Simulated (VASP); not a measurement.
Wanted: the native input for a VASP 6.6.1 run.

```yaml
Task: single point
Functional: PBE
Potentials_or_basis: VASP PAW PBE potentials, release 64 (Cs_sv, P)
Cutoff: 520 eV
k_mesh: 14 × 14 × 14
Occupations: gaussian, width 0.1 eV
Spin: no spin polarisation
Dipole_correction: no
Further_INCAR_settings: ALGO = Normal; EDIFF = 1e-06; NBANDS = 20
```

The structure of CsP3 lies in POSCAR:

```
CsP3
1.0
   -2.3803288650      2.3803288650      4.0450991104
    2.3803288650     -2.3803288650      4.0450991104
    2.3803288650      2.3803288650     -4.0450991104
Cs P
1 3
Direct
    0.0000000000      0.0000000000      0.0000000000
    0.5000000000      0.5000000000      0.0000000000
    0.2500000000      0.7500000000      0.5000000000
    0.7500000000      0.2500000000      0.5000000000
```

These files were run (other wordings do the same):

INCAR

```
SYSTEM = CsP3
PREC     = Accurate       ! precision mode
ENCUT    = 520            ! plane-wave cutoff, eV
EDIFF    = 1E-6           ! SCF threshold, eV
ISMEAR   = 0              ! smearing method
SIGMA    = 0.1            ! smearing width, eV
LREAL    = .FALSE.        ! projectors in reciprocal space
LASPH    = .TRUE.         ! aspherical terms in the spheres
NELM     = 60             ! most SCF steps
ALGO     = Normal         ! electronic algorithm
ISIF     = 2              ! what is computed and relaxed
LWAVE    = .FALSE.        ! write WAVECAR
LCHARG   = .FALSE.        ! write CHGCAR
GGA      = PE             ! functional
NBANDS   = 20             ! bands
```

KPOINTS

```
regular mesh
0
G
  14 14 14
  0 0 0
```

Potentials or basis: VASP PAW PBE potentials, release 64 (Cs_sv, P).

The run is started by

```bash
$ cat potpaw_PBE.64/Cs_sv/POTCAR potpaw_PBE.64/P/POTCAR > POTCAR
$ mpirun -np 1 vasp_std > vasp.out
```

It gave:

The pressure is 0.3 GPa and the band gap on the k mesh is zero (bands 12 and 13 overlap by 2.69 eV).

Caveat: spin-orbit coupling is left out, which moves the levels of the heavy elements.

It took 9.6 min on 1 thread of Oxide Virtual Turin-like Processor (shared host), peak memory 0.48 GiB.
